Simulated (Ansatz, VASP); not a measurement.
## Two plane-wave programs on Sr2B

INCAR

```
  ALGO = Normal
  EDIFF = 1E-6
  ENCUT = 520
  GGA = CA
  ISIF = 2
  ISMEAR = -1
  LASPH = True
  LCHARG = False
  LREAL = False
  LWAVE = False
  NBANDS = 18
  NELM = 80
  PREC = Accurate
  SIGMA = 0.05
```

Contents of KPOINTS:

```
k-points
0
Gamma
  10 10 10
```

File POSCAR:

```
Sr2B
1.0
    2.3503232379     -1.3569597541      3.8409043699
    0.0000000000      2.7139195081      3.8409043699
   -2.3503232379     -1.3569597541      3.8409043699
B Sr
1 2
Direct
    0.0000000000      0.0000000000      0.0000000000
    0.2499809164      0.2499809164      0.2499809164
    0.7500190836      0.7500190836      0.7500190836
```

Input for Ansatz:

```yaml
crystal:
  lattice:
    - [2.3503232379, -1.3569597541, 3.8409043699]
    - [0.0, 2.7139195081, 3.8409043699]
    - [-2.3503232379, -1.3569597541, 3.8409043699]
  atoms:
    - { symbol: B, position: [0.0, 0.0, 0.0] }
    - { symbol: Sr, position: [0.2499809164, 0.2499809164, 0.2499809164] }
    - { symbol: Sr, position: [0.7500190836, 0.7500190836, 0.7500190836] }
kpoints:
  mp_grid: { grid: [10, 10, 10] }
  band_path:
    path:
      - [0.0, 0.0, 0.0]
      - [0.5, 0.5, 0.5]
      - [0.7501233018, 0.2498766982, 0.5]
      - [0.5, -0.2498766982, 0.2498766982]
      - [0.5, 0.0, 0.0]
      - [0.0, 0.0, 0.0]
      - [0.3749383491, -0.3749383491, 0.0]
      - [0.6250616509, 0.0, 0.3749383491]
      - [0.5, 0.0, 0.5]
    npoints: 14
scf:
  occupations: { method: fermi_dirac, width: 0.05 }
hamiltonian:
  xc: lda
  pseudopotentials: { kind: paw }
output:
  forces: true
  stress: true
  eigenvalues: true
  populations: true
  bader: true
  write_density: true
  write_potential: true
  elf: true
  volumetric_format: npy
```

Change from the starting cell: volume scaled by 0.9, PAW files.

Alike in both runs: task single point; functional LDA; k mesh 10 × 10 × 10; occupations fermi-dirac, width 0.05 eV; no spin polarisation.

|  | VASP | Ansatz |
| --- | --- | --- |
| version | VASP 6.6.1 | Ansatz 0.2.0 |
| potentials or method | VASP PAW LDA potentials, release 64 (B, Sr_sv) | PAW with Ansatz's default frozen-core files, scalar-relativistic |
| plane-wave cutoff (eV) | 520 | 420 |
| valence electrons in the cell | 23 | 23 |

|  | VASP | Ansatz | Ansatz less VASP |
| --- | --- | --- | --- |
| pressure (GPa) | 4.6 | 4.4 | -0.23 |

LDA's correlation is that of Perdew and Zunger in VASP and of Perdew and Wang (1992) in Ansatz.
